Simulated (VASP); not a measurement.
# Cu (Im-3m) in VASP: relaxation of cell and atoms with LDA

Aim: the relaxation of cell and atoms of Cu with LDA.

Program: VASP 6.6.1. These are calculated values, not measurements. Logs are shortened: lines on timing, memory, paths and dates and some standing lists are left out, and cuts for length are marked.

## Step 1: The cell of the first run

Symmetry: Im-3m, No. 229, cubic system. Conventional cell: a = 2.870 Å, b = 2.870 Å, c = 2.870 Å, α = 90.00°, β = 90.00°, γ = 90.00°. Within 3.3 Å of Cu (site symmetry m-3m) lie 14 Cu at 2.49 to 2.87 Å.

This isn't the form of Cu at room conditions, which is fcc.

## Step 2: Relaxation of cell and atoms, LDA

Contents of INCAR:

```
SYSTEM = Cu
ALGO     = Normal         ! electronic algorithm
EDIFF    = 1E-7           ! SCF threshold, eV
EDIFFG   = -0.01          ! ionic threshold
ENCUT    = 820            ! plane-wave cutoff, eV
GGA_COMPAT= .False.      
IBRION   = 2              ! ionic algorithm
ISIF     = 3              ! what is computed and relaxed
ISMEAR   = 0              ! smearing method
LASPH    = .True.         ! aspherical terms in the spheres
LCHARG   = .False.        ! write CHGCAR
LREAL    = .False.        ! projectors in reciprocal space
LWAVE    = .False.        ! write WAVECAR
NELM     = 120            ! most SCF steps
NELMIN   = 4            
NSW      = 60             ! ionic steps
PREC     = Accurate       ! precision mode
SIGMA    = 0.1            ! smearing width, eV
```

Contents of KPOINTS:

```
k-points
0
Gamma
  12 12 12
  0 0 0
```

Contents of POSCAR:

```
Cu
1.0
   -1.4350000000      1.4350000000      1.4350000000
    1.4350000000     -1.4350000000      1.4350000000
    1.4350000000      1.4350000000     -1.4350000000
Cu
1
Direct
    0.0000000000      0.0000000000      0.0000000000
```

Potentials or basis: VASP PAW LDA potentials, release 64 (Cu_sv_GW).

Started as:

```console
cat potpaw_LDA.64/Cu_sv_GW/POTCAR > POTCAR
mpirun -np 1 vasp_std > vasp.out
```

OUTCAR:

```text
SYSTEM = Cu
   EDIFF = 1E-7
   EDIFFG = -0.01
   ENCUT = 820
   IBRION = 2
   ISIF = 3
   ISMEAR = 0
   LASPH = .True.
   LREAL = .False.
   NELM = 120
   NELMIN = 4
   NSW = 60
   PREC = Accurate

 ion  position               nearest neighbor table
   1  0.000  0.000  0.000-

  LATTYP: Found a body centered cubic cell.
 ALAT       =     2.8700000000

  Lattice vectors:

 A1 = (  -1.4350000000,   1.4350000000,   1.4350000000)
 A2 = (   1.4350000000,  -1.4350000000,   1.4350000000)
 A3 = (   1.4350000000,   1.4350000000,  -1.4350000000)

Analysis of symmetry for initial positions (statically):
=====================================================================
 Subroutine PRICEL returns:
 Original cell was already a primitive cell.

 Routine SETGRP: Setting up the symmetry group for a
 body centered cubic supercell.

 Subroutine GETGRP returns: Found 48 space group operations
 (whereof 48 operations were pure point group operations)
 out of a pool of 48 trial point group operations.

The static configuration has the point symmetry O_h .

Analysis of symmetry for dynamics (positions and initial velocities):
=====================================================================
 Subroutine PRICEL returns:
 Original cell was already a primitive cell.

 Routine SETGRP: Setting up the symmetry group for a
 body centered cubic supercell.

 Subroutine GETGRP returns: Found 48 space group operations
 (whereof 48 operations were pure point group operations)
 out of a pool of 48 trial point group operations.

The dynamic configuration has the point symmetry O_h .

 Subroutine INISYM returns: Found 48 space group operations
 (whereof 48 operations are pure point group operations),
 and found     1 'primitive' translations

----------------------------------------------------------------------------------------

                                     Primitive cell

  volume of cell :      11.8200

  direct lattice vectors                    reciprocal lattice vectors
    -1.435000000  1.435000000  1.435000000     0.000000000  0.348432056  0.348432056
     1.435000000 -1.435000000  1.435000000     0.348432056  0.000000000  0.348432056
     1.435000000  1.435000000 -1.435000000     0.348432056  0.348432056  0.000000000

  length of vectors
     2.485492909  2.485492909  2.485492909     0.492757339  0.492757339  0.492757339

  position of ions in fractional coordinates (direct lattice)
     0.000000000  0.000000000  0.000000000

  ion indices of the primitive-cell ions
   primitive index   ion index
                 1           1

----------------------------------------------------------------------------------------

 KPOINTS: k-points

Automatic generation of k-mesh.
 Grid dimensions read from file:
 generate k-points for:   12   12   12

 Generating k-lattice:

  Cartesian coordinates                     Fractional coordinates (reciprocal lattice)
     0.000000000  0.029036005  0.029036005     0.083333333  0.000000000  0.000000000
     0.029036005  0.000000000  0.029036005     0.000000000  0.083333333  0.000000000
     0.029036005  0.029036005  0.000000000     0.000000000  0.000000000  0.083333333

  Length of vectors
     0.041063112  0.041063112  0.041063112

  Shift w.r.t. Gamma in fractional coordinates (k-lattice)
     0.000000000  0.000000000  0.000000000

 Subroutine IBZKPT returns following result:
 ===========================================

 Found     72 irreducible k-points:

 Following reciprocal coordinates:
            Coordinates               Weight
  0.000000  0.000000  0.000000      1.000000
  0.083333  0.000000  0.000000     12.000000
  0.166667  0.000000  0.000000     12.000000
  0.250000  0.000000  0.000000     12.000000
  0.333333  0.000000  0.000000     12.000000
  0.416667  0.000000  0.000000     12.000000
[... 16 lines left out ...]
  0.333333  0.083333  0.083333     24.000000
  0.416667  0.083333  0.083333     12.000000
 [... further k-points ...]
   k-points           NKPTS =     72   k-points in BZ     NKDIM =     72   number of bands    NBANDS=     13
   number of dos      NEDOS =    301   number of ions     NIONS =      1
   total plane-waves  NPLWV =  13824
   dimension x,y,z NGX =    24 NGY =   24 NGZ =   24
   dimension x,y,z NGXF=    48 NGYF=   48 NGZF=   48
   ions per type =               1
   NGX,Y,Z   is equivalent  to a cutoff of  16.05, 16.05, 16.05 a.u.
   NGXF,Y,Z  is equivalent  to a cutoff of  32.11, 32.11, 32.11 a.u.
 SYSTEM =  Cu
   PREC   = accura    normal or accurate (medium, high low for compatibility)
   ISTART =      0    job   : 0-new  1-cont  2-samecut
   ICHARG =      2    charge: 1-file 2-atom 10-const
   ISPIN  =      1    spin polarized calculation?
   LNONCOLLINEAR =      F non collinear calculations
   LSORBIT =      F    spin-orbit coupling
   LASPH  =      T    aspherical Exc in radial PAW
   ENCUT  =  820.0 eV  60.27 Ry    7.76 a.u.   5.80  5.80  5.80*2*pi/ulx,y,z
   NELM   =    120;   NELMIN=  4; NELMDL= -5     # of ELM steps
   EDIFF  = 0.1E-06   stopping-criterion for ELM
   LREAL  =      F    real-space projection
   EDIFFG = -.1E-01   stopping-criterion for IOM
   NSW    =     60    number of steps for IOM
   IBRION =      2    ionic relax: 0-MD 1-quasi-New 2-CG
   NFREE  =      1    steps in history (QN), initial steepest desc. (CG)
   ISIF   =      3    stress and relaxation
   ISYM   =      2    0-nonsym 1-usesym 2-fastsym
   POTIM  = 0.5000    time-step for ionic-motion
   TEBEG  =    0.0;   TEEND  =   0.0 temperature during run
   PSTRESS=    0.0 pullay stress
   NELECT =      19.0000    total number of electrons
   NUPDOWN=      -1.0000    fix difference up-down
   EMIN   =  10.00;   EMAX   =-10.00  energy-range for DOS
   EFERMI =   0.00;   METHOD = LEGACY
   ISMEAR =     0;   SIGMA  =   0.10  broadening in eV -4-tet -1-fermi 0-gaus
   EFERMI_NEDOS =   21; number of points for ismear=-14 and -15
   IALGO  =     38    algorithm
   IMIX   =      4    mixing-type and parameters
     AMIX     =   0.40;   BMIX     =  1.00
     AMIX_MAG =   1.60;   BMIX_MAG =  1.00
  volume/ion in A,a.u.               =      11.82        79.76
  Fermi-wavevector in a.u.,A,eV,Ry     =   1.917730  3.623984 50.037989  3.677688
  Thomas-Fermi vector in A             =   2.952892
   LORBIT       =      0    0 simple, 1 ext, 2 COOP (PROOUT), +10 PAW based schemes
   GGA     = CA    functional components
   LHFCALC =     F    Hartree Fock is set to
   AEXX    =    0.0000 exact exchange contribution
   IVDW    =     0    specifies the selected vdW correction
   LEPSILON=     F    determine dielectric tensor
   LRPA    =     F    only Hartree local field effects (RPA)
 conjugate gradient relaxation of ions
 non-spin polarized calculation
 Gauss-broadening in eV      SIGMA  =   0.10
  energy-cutoff  :      820.00
  volume of cell :       11.82
 maximum number of plane-waves:       664
   NGX = 11   NGY = 11   NGZ = 11

--------------------------------------- Ionic step        1  -------------------------------------------

 number of electron      18.9999996 magnetization

 Free energy of the ion-electron system (eV)
  ---------------------------------------------------
  ext. energy  EPLUGINS =         0.00000000
  ---------------------------------------------------
  free energy    TOTEN  =        -4.77470654 eV

  energy without entropy =       -4.77081430  energy(sigma->0) =       -4.77276042

------------------------ aborting loop because EDIFF is reached ----------------------------------------

  FORCE on cell =-STRESS in cart. coord.  units (eV):
  Direction    XX          YY          ZZ          XY          YZ          ZX
  --------------------------------------------------------------------------------------
  -------------------------------------------------------------------------------------
  Total       -0.9519605     -0.9519605     -0.9519605      0.0000000      0.0000000      0.0000000
  in kB     -129.0368678   -129.0368678   -129.0368678      0.0000000      0.0000000      0.0000000
  external PRESSURE =    -129.0368678 kB  Pullay stress =       0.0000000 kB

 VOLUME and BASIS-vectors are now :
 -----------------------------------------------------------------------------
  energy-cutoff  :      820.00
  volume of cell :       11.82
      direct lattice vectors                 reciprocal lattice vectors
    -1.435000000  1.435000000  1.435000000     0.000000000  0.348432056  0.348432056
     1.435000000 -1.435000000  1.435000000     0.348432056  0.000000000  0.348432056
     1.435000000  1.435000000 -1.435000000     0.348432056  0.348432056  0.000000000
[... 36 lines left out ...]
 POSITION                                       TOTAL-FORCE (eV/Angst)
 -----------------------------------------------------------------------------------
      0.00000      0.00000      0.00000        -0.000000      0.000000      0.000000
 -----------------------------------------------------------------------------------
    total drift:                               -0.000000      0.000000      0.000000

  FREE ENERGIE OF THE ION-ELECTRON SYSTEM (eV)
  ---------------------------------------------------
  free  energy   TOTEN  =        -4.7865096101 eV

  energy  without entropy=       -4.7827724590  energy(sigma->0) =       -4.78464103

--------------------------------------- Ionic step        3  -------------------------------------------

 number of electron      19.0000003 magnetization

 Free energy of the ion-electron system (eV)
  ---------------------------------------------------
  ext. energy  EPLUGINS =         0.00000000
  ---------------------------------------------------
  free energy    TOTEN  =        -4.81367792 eV

  energy without entropy =       -4.80962722  energy(sigma->0) =       -4.81165257

 E-fermi :   8.2439     XC(G=0): -14.3362

 val. band max:        8.2410176674   @ k =  -0.3333   0.4167   0.1667
 cond. band min:       8.2644905464   @ k =   0.2500   0.1667   0.0833
 fundamental gap:      0.0234728790
 Fermi energy:         8.2439108148

 k-point     1 :       0.0000    0.0000    0.0000
  band No.  band energies     occupation
      1    -103.5299      2.00000
      2     -61.4012      2.00000
      3     -61.4012      2.00000
      4     -61.4012      2.00000
      5      -1.8212      2.00000
      6       4.7871      2.00000
      7       4.7871      2.00000
      8       4.7871      2.00000
      9       5.9572      2.00000
     10       5.9572      2.00000
     11      34.0974      0.00000
     12      34.0974      0.00000
     13      34.0974      0.00000

 k-point     2 :       0.0833    0.0000    0.0000
  band No.  band energies     occupation
      1    -103.5283      2.00000
      2     -61.4117      2.00000
      3     -61.4049      2.00000
      4     -61.4011      2.00000
      5      -1.5387      2.00000
      6       4.7303      2.00000
      7       4.7831      2.00000
      8       4.9034      2.00000
      9       5.9029      2.00000
     10       5.9616      2.00000
     11      31.4683      0.00000
[... 339 lines left out ...]
 k-point    24 :       0.4167    0.0833    0.0833
  band No.  band energies     occupation
      1    -103.5058      2.00000
      2     -61.5448      2.00000
      3     -61.4613      2.00000
      4     -61.4100      2.00000
      5       2.9519      2.00000
      6       3.9328      2.00000
      7       5.5168      2.00000
      8       5.9560      2.00000
      9       6.0900      2.00000
     10       9.1923      0.00000
     11      13.0954      0.00000
     12      22.9510      0.00000
     13      23.3169      0.00000

 [... further k-points ...]

------------------------ aborting loop because EDIFF is reached ----------------------------------------

  FORCE on cell =-STRESS in cart. coord.  units (eV):
  Direction    XX          YY          ZZ          XY          YZ          ZX
  --------------------------------------------------------------------------------------
  -------------------------------------------------------------------------------------
  Total       -0.0063852     -0.0063852     -0.0063852     -0.0000000     -0.0000000      0.0000000
  in kB       -0.9359916     -0.9359916     -0.9359916     -0.0000000     -0.0000000      0.0000000
  external PRESSURE =      -0.9359916 kB  Pullay stress =       0.0000000 kB

 VOLUME and BASIS-vectors are now :
 -----------------------------------------------------------------------------
  energy-cutoff  :      820.00
  volume of cell :       10.93
      direct lattice vectors                 reciprocal lattice vectors
    -1.398031936  1.398031936  1.398031936     0.000000000  0.357645621  0.357645621
     1.398031936 -1.398031936  1.398031936     0.357645621  0.000000000  0.357645621
     1.398031936  1.398031936 -1.398031936     0.357645621  0.357645621  0.000000000

 POSITION                                       TOTAL-FORCE (eV/Angst)
 -----------------------------------------------------------------------------------
      0.00000      0.00000      0.00000         0.000000      0.000000      0.000000
 -----------------------------------------------------------------------------------
    total drift:                               -0.000000      0.000000      0.000000

  FREE ENERGIE OF THE ION-ELECTRON SYSTEM (eV)
  ---------------------------------------------------
  free  energy   TOTEN  =        -4.8136779150 eV

  energy  without entropy=       -4.8096272188  energy(sigma->0) =       -4.81165257

 reached required accuracy - stopping structural energy minimisation
```

Wall time 34 s (1 thread of Intel Xeon Platinum 8259CL at 2.50GHz (Skylake/Cascade Lake), shared host); peak memory 0.17 GiB.

Results:

- Free energy: -4.8137 eV
- Relaxed volume: 10.93 Å³/atom
- Relaxed cell: a = 2.421 Å, b = 2.421 Å, c = 2.421 Å, α = 109.47°, β = 109.47°, γ = 109.47°
- Space group after relaxing (to 0.1 Å): Im-3m (No. 229)
- Energy gained by relaxing: 39.0 meV/atom
- Ionic steps: 3
- Pressure after relaxing: -0.1 GPa
- Band gap on the k mesh: zero (an odd number of electrons rules out a gap without spin polarisation)

The path:
| step | energy change (eV) | largest force (eV/Å) | pressure (GPa) | volume (Å³) |
| --- | --- | --- | --- | --- |
| 1 | 0.0000 | 0.0000 | -12.90 | 11.82 |
| 2 | -0.0118 | 0.0000 | 13.93 | 10.27 |
| 3 | -0.0390 | 0.0000 | -0.09 | 10.93 |

Final structure:
```xyz
1
Lattice="-1.3980 1.3980 1.3980 1.3980 -1.3980 1.3980 1.3980 1.3980 -1.3980" Properties=species:S:1:pos:R:3 pbc="T T T"
Cu    0.0000    0.0000    0.0000
```

The gap in the log of VASP goes by the Fermi energy; the results here count the filled bands.